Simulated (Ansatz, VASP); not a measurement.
**PbSe in VASP and in Ansatz**

```
CELL_PARAMETERS angstrom
-2.01213 2.01213 7.46801
2.01213 -2.01213 7.46801
2.01213 2.01213 -7.46801
ATOMIC_POSITIONS crystal
Pb 0.29247 0.29247 0.00000
Pb 0.04247 0.54247 0.50000
Se 0.70753 0.70753 0.00000
Se 0.45753 0.95753 0.50000
```

Alike in both runs: functional PBE; k mesh 10 × 10 × 10; occupations gaussian, width 0.02 eV; no spin polarisation.

Ansatz relaxed the structure, and its values are those at the end. VASP's run is a single point on that final structure, the one shown.

|  | VASP | Ansatz |
| --- | --- | --- |
| version | VASP 6.6.1 | Ansatz 0.2.0 |
| potentials or method | VASP PAW PBE potentials, release 64 (Pb_d, Se), cutoff 520 eV | scalar-relativistic, plane waves, PAW |
| valence electrons in the cell | 40 | 60 |

|  | VASP | Ansatz | Ansatz less VASP |
| --- | --- | --- | --- |
| gap on the k mesh at the Fermi level (eV) | 0.64 | 0.64 | -0.002 |
| least direct gap on the mesh (eV) | 1.50 | 1.49 | -0.002 |
| pressure (GPa) | 0.0 | 0.0 | +0.02 |

The functional is the same, so the differences come from potentials, cutoffs and numerics. VASP's potentials hold 40 valence electrons a cell and Ansatz's 60, so a difference there can come from the potentials and not from the codes.

Spin-orbit coupling is off throughout.
